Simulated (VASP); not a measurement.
# Na (Fm-3m) in VASP: a series of runs, part 2 of 3

VASP 6.6.1. The steps go on from the part before.

## Step 3: Relaxation of cell and atoms, PBEsol, target pressure 20 GPa, at which the enthalpy is minimised

The input, INCAR:

```
ALGO = Normal ; EDIFF = 1E-7
EDIFFG = -0.01 ; ENCUT = 500
GGA = PS ; GGA_COMPAT = False
IBRION = 2 ; ISIF = 3
ISMEAR = 1 ; LASPH = True
LCHARG = False ; LREAL = False
LWAVE = False ; NELM = 120
NELMIN = 4 ; NSW = 50
PREC = Accurate ; PSTRESS = 200.0
SIGMA = 0.05
```

The input, KPOINTS:

```
k-points
0
Gamma
  13 13 13
```

The input, POSCAR:

```
Na
1.0
    0.0000000000      2.6950000000      2.6950000000
    2.6950000000      0.0000000000      2.6950000000
    2.6950000000      2.6950000000      0.0000000000
Na
1
Direct
    0.0000000000      0.0000000000      0.0000000000
```

Potentials or basis: VASP PAW PBE potentials, release 64 (Na_pv).

The run is started by

```bash
> cat potpaw_PBE.64/Na_pv/POTCAR > POTCAR
> mpirun -np 1 vasp_std > vasp.out
```

OUTCAR:

```text
EDIFF = 1E-7
   EDIFFG = -0.01
   ENCUT = 500
   GGA = PS
   IBRION = 2
   ISIF = 3
   ISMEAR = 1
   LASPH = True
   LREAL = False
   NELM = 120
   NELMIN = 4
   NSW = 50
   PREC = Accurate
   PSTRESS = 200.0

 ion  position               nearest neighbor table
   1  0.000  0.000  0.000-

  LATTYP: Found a face centered cubic cell.
 ALAT       =     5.3900000000

  Lattice vectors:

 A1 = (   0.0000000000,   2.6950000000,   2.6950000000)
 A2 = (   2.6950000000,   0.0000000000,   2.6950000000)
 A3 = (   2.6950000000,   2.6950000000,   0.0000000000)

Analysis of symmetry for initial positions (statically):
=====================================================================
 Subroutine PRICEL returns:
 Original cell was already a primitive cell.

 Routine SETGRP: Setting up the symmetry group for a
 face centered cubic supercell.

 Subroutine GETGRP returns: Found 48 space group operations
 (whereof 48 operations were pure point group operations)
 out of a pool of 48 trial point group operations.

The static configuration has the point symmetry O_h .

Analysis of symmetry for dynamics (positions and initial velocities):
=====================================================================
 Subroutine PRICEL returns:
 Original cell was already a primitive cell.

 Routine SETGRP: Setting up the symmetry group for a
 face centered cubic supercell.

 Subroutine GETGRP returns: Found 48 space group operations
 (whereof 48 operations were pure point group operations)
 out of a pool of 48 trial point group operations.

The dynamic configuration has the point symmetry O_h .

 Subroutine INISYM returns: Found 48 space group operations
 (whereof 48 operations are pure point group operations),
 and found     1 'primitive' translations

[... 123 lines left out ...]
 conjugate gradient relaxation of ions
 non-spin polarized calculation
 Methfessel and Paxton  Order N= 1 SIGMA  =   0.05
  energy-cutoff  :      500.00
  volume of cell :       39.15
 maximum number of plane-waves:      1010
   NGX = 13   NGY = 13   NGZ = 13

--------------------------------------- Ionic step        1  -------------------------------------------

 number of electron       6.9999996 magnetization

 Free energy of the ion-electron system (eV)
  ---------------------------------------------------
  ext. energy  EPLUGINS =         0.00000000
  ---------------------------------------------------
  free energy    TOTEN  =        -1.39226315 eV

  energy without entropy =       -1.39191707  energy(sigma->0) =       -1.39214779

------------------------ aborting loop because EDIFF is reached ----------------------------------------

  FORCE on cell =-STRESS in cart. coord.  units (eV):
  Direction    XX          YY          ZZ          XY          YZ          ZX
  --------------------------------------------------------------------------------------
  -------------------------------------------------------------------------------------
  Total       -0.1268161     -0.1268161     -0.1268161      0.0000000     -0.0000000     -0.0000000
  in kB       -5.1901340     -5.1901340     -5.1901340      0.0000000     -0.0000000     -0.0000000
  external PRESSURE =    -205.1901340 kB  Pullay stress =     200.0000000 kB
[... 24 lines left out ...]
--------------------------------------- Ionic step        2  -------------------------------------------

 number of electron       7.0000000 magnetization

 E-fermi :   3.8849     XC(G=0):  -9.0077

 val. band max:        3.8839062147   @ k =  -0.3077   0.2308   0.0769
 cond. band min:       3.8984613924   @ k =   0.4615   0.3846   0.0769
 fundamental gap:      0.0145551778
 Fermi energy:         3.8849072892

 k-point     1 :       0.0000    0.0000    0.0000
  band No.  band energies     occupation
      1     -20.9962      2.00000
      2     -20.9962      2.00000
      3     -20.9962      2.00000
      4      -1.5576      2.00000
      5      20.3700      0.00000
      6      20.3700      0.00000
      7      20.3700      0.00000
[... 299 lines left out ...]
  energy  without entropy=       -0.7392541928  energy(sigma->0) =       -0.73953428

  enthalpy is  TOTEN    =         1.5145357276 eV   P V=        2.2542100483

[... ionic steps 4 to 14 ...]

--------------------------------------- Ionic step       15  -------------------------------------------

 number of electron       7.0000000 magnetization

------------------------ aborting loop because EDIFF is reached ----------------------------------------
[... 69 lines left out ...]
--------------------------------------- Ionic step       17  -------------------------------------------

 number of electron       7.0000000 magnetization

 Free energy of the ion-electron system (eV)
  ---------------------------------------------------
  ext. energy  EPLUGINS =         0.00000000
  ---------------------------------------------------
  free energy    TOTEN  =        -0.75090351 eV

  energy without entropy =       -0.75048382  energy(sigma->0) =       -0.75076361

 E-fermi :   3.4719     XC(G=0):  -8.7696

 val. band max:        3.4704657666   @ k =  -0.3077   0.2308   0.0769
 cond. band min:       3.4865058050   @ k =   0.4615   0.3846   0.0769
 fundamental gap:      0.0160400384
 Fermi energy:         3.4719319039

 k-point     1 :       0.0000    0.0000    0.0000
  band No.  band energies     occupation
      1     -21.3344      2.00000
      2     -21.3344      2.00000
      3     -21.3344      2.00000
      4      -1.7622      2.00000
      5      19.4793      0.00000
      6      19.4793      0.00000
      7      19.4793      0.00000
[... 262 lines left out ...]
  energy  without entropy=       -0.7504838221  energy(sigma->0) =       -0.75076361

  enthalpy is  TOTEN    =         1.5144502388 eV   P V=        2.2653537450

 reached required accuracy - stopping structural energy minimisation
```

OSZICAR:

```text
N       E                     dE             d eps       ncg     rms          rms(c)
DAV:   1     0.191902026650E+02    0.19190E+02   -0.38388E+03  1197   0.804E+02
DAV:   2    -0.973795620732E+00   -0.20164E+02   -0.20155E+02  1183   0.136E+02
DAV:   3    -0.139093013494E+01   -0.41713E+00   -0.41713E+00  1624   0.288E+01
DAV:   4    -0.139420230125E+01   -0.32722E-02   -0.32722E-02  1526   0.218E+00
[... 117 lines left out ...]
DAV:   1    -0.751047288434E+00   -0.45063E-02   -0.47708E-03  1176   0.168E+00    0.827E-02
DAV:   2    -0.750940293568E+00    0.10699E-03   -0.13351E-04  1176   0.276E-01    0.416E-02
DAV:   3    -0.750905691836E+00    0.34602E-04   -0.61195E-05  1176   0.176E-01    0.436E-03
DAV:   4    -0.750903508034E+00    0.21838E-05   -0.24867E-06  1176   0.405E-02    0.343E-04
DAV:   5    -0.750903506204E+00    0.18301E-08   -0.12147E-08   588   0.231E-03
  17 F= 0.15144502E+01 E0= 0.15145901E+01  d E =-.526662E-03
```

CONTCAR:

```text
Na
   1.00000000000000
     0.0000000000000000    2.0857497805972689    2.0857497805972689
     2.0857497805972693    0.0000000000000000    2.0857497805972689
     2.0857497805972693    2.0857497805972689   -0.0000000000000000
  Na
     1
Direct
     0.0000000000000000    0.0000000000000000    0.0000000000000000

  0.00000000E+00  0.00000000E+00  0.00000000E+00
```

Run time: 51 s. Hardware: 1 thread of Intel Xeon 6975P-C (Granite Rapids), shared host; peak memory 0.16 GiB.

Results:

| Property | Result |
| --- | --- |
| Free energy | -0.7509 eV |
| Relaxed volume | 18.15 Å³/atom |
| Relaxed cell | a = 2.950 Å, b = 2.950 Å, c = 2.950 Å, α = 60.00°, β = 60.00°, γ = 60.00° |
| Space group after relaxing (to 0.1 Å) | Fm-3m (No. 225) |
| Energy change on relaxing (the run minimises the enthalpy) | +641.4 meV/atom |
| Ionic steps | 17 |
| Pressure after relaxing | 20.0 GPa |
| Band gap on the k mesh | zero (an odd number of electrons rules out a gap without spin polarisation) |

The path:
```
step  energy change (eV)  largest force (eV/Å)  pressure (GPa)  volume (Å³)
   1              0.0000                0.0000           -0.52        39.15
   2              0.7920                0.0000           24.51        17.06
   3              0.6526                0.0000           20.34        18.06
   4              0.6131                0.0000           19.16        18.38
   5              0.6137                0.0000           19.18        18.37
   6              0.6154                0.0000           19.23        18.36
   7              0.6154                0.0000           19.22        18.36
   8              0.6155                0.0000           19.23        18.36
   9              0.6156                0.0000           19.23        18.36
  10              0.6158                0.0000           19.24        18.36
  11              0.6163                0.0000           19.25        18.35
  12              0.6172                0.0000           19.28        18.34
  13              0.6191                0.0000           19.34        18.33
  14              0.6229                0.0000           19.46        18.30
  15              0.6304                0.0000           19.70        18.24
  16              0.6457                0.0000           20.12        18.11
  17              0.6414                0.0000           19.97        18.15
```

Final structure:
```
Na
1.0
     0.00000    2.08575    2.08575
     2.08575    0.00000    2.08575
     2.08575    2.08575    0.00000
Na
1
Direct
  0.00000 0.00000 0.00000
```

Levels at points of the mesh, in eV from the Fermi level:
```csv
k point,band 2,band 3,band 4,band 5,band 6,band 7
"(0.00, 0.00, 0.00)",-24.81,-24.81,-5.23,16.01,16.01,16.01
```

Caveat: the cell is relaxed towards a set pressure, so the run minimises the enthalpy, not the energy; the volume moved by over 15 % at a fixed basis, so the end points are rough; the PAW data sets were made with another functional, which shifts forces and pressure a little.

[end of part 2 of 3]
